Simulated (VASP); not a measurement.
Input of a VASP 6.6.1 run:

POSCAR

```
TaC
1.0
    0.0000000000      2.2230000000      2.2230000000
    2.2230000000      0.0000000000      2.2230000000
    2.2230000000      2.2230000000      0.0000000000
Ta C
1 1
Direct
    0.0000000000      0.0000000000      0.0000000000
    0.5000000000      0.5000000000      0.5000000000
```

Contents of INCAR.step1:

```
SYSTEM = TaC
ALGO = Normal ; EDIFF = 1E-6
ENCUT = 520 ; GGA = PE
GGA_COMPAT = .FALSE. ; ISIF = 2
ISMEAR = 1 ; IVDW = 12
LASPH = .TRUE. ; LCHARG = .TRUE.
LMAXMIX = 4 ; LORBIT = 11
LREAL = .FALSE. ; LWAVE = .FALSE.
NBANDS = 14 ; NEDOS = 2001
NELM = 120 ; PREC = Accurate
SIGMA = 0.1
```

File KPOINTS.step1:

```
k-points
0
G
  8 8 8
  0 0 0
```

INCAR.step2

```
SYSTEM = TaC
ALGO = Normal ; EDIFF = 1E-6
ENCUT = 520 ; GGA = PE
GGA_COMPAT = .FALSE. ; ICHARG = 11
ISIF = 2 ; ISMEAR = -5
IVDW = 12 ; LASPH = .TRUE.
LCHARG = .FALSE. ; LMAXMIX = 4
LORBIT = 11 ; LREAL = .FALSE.
LWAVE = .FALSE. ; NEDOS = 1001
NELM = 120 ; PREC = Accurate
SIGMA = 0.1
```

The input KPOINTS.step2:

```
k-points
0
G
  12 12 12
  0 0 0
```

Potentials or basis: VASP PAW PBE potentials, release 64 (Ta_pv, C).

The run is started by

```sh
$ cat potpaw_PBE.64/Ta_pv/POTCAR potpaw_PBE.64/C/POTCAR > POTCAR
$ cp INCAR.step1 INCAR
$ cp KPOINTS.step1 KPOINTS
$ mpirun -np 1 vasp_std > vasp.out
$ cp INCAR.step2 INCAR
$ cp KPOINTS.step2 KPOINTS
$ mpirun -np 1 vasp_std > vasp.out
```

(1) Predict the dispersion energy per atom.

## Answers

(1) -0.463 eV.

Caveat: three body term missing.
